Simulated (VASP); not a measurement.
Crystal: Cu.

```xyz
4
Lattice="2.4966 0.0000 0.0000 -1.2483 2.1621 0.0000 0.0000 0.0000 8.1502" Properties=species:S:1:pos:R:3 pbc="T T T"
Cu    1.2483    0.7207    6.1126
Cu    0.0000    0.0000    4.0751
Cu    0.0000    1.4414    2.0375
Cu    0.0000    0.0000    0.0000
```

This isn't the form of Cu at room conditions, which is fcc.

Base run:

* Program: VASP 6.6.1
* Functional: r2SCAN
* Potentials or basis: VASP PAW PBE potentials, release 64 (Cu_sv_GW)
* Cutoff: 900 eV
* k mesh: 12 × 12 × 4
* Occupations: fermi-dirac, width 0.05 eV
* Spin: no spin polarisation

Its results: band gap on the k mesh zero (bands 38 and 39 overlap by 5.51 eV); pressure 6.5 GPa.

Q: The run is repeated on the same cell with these changes: functional from r2SCAN to LDA; potentials or basis from VASP PAW PBE potentials, release 64 (Cu_sv_GW) to VASP PAW LDA potentials, release 64 (Cu_sv_GW); cutoff from 900 eV to 820 eV. What comes out?

A: Band gap on the k mesh zero (bands 38 and 39 overlap by 5.37 eV); pressure -2.9 GPa.

Caveats: the cell stands under pressure (at least some runs); the PAW data sets were made with another functional, which shifts forces and pressure a little (at least some runs).
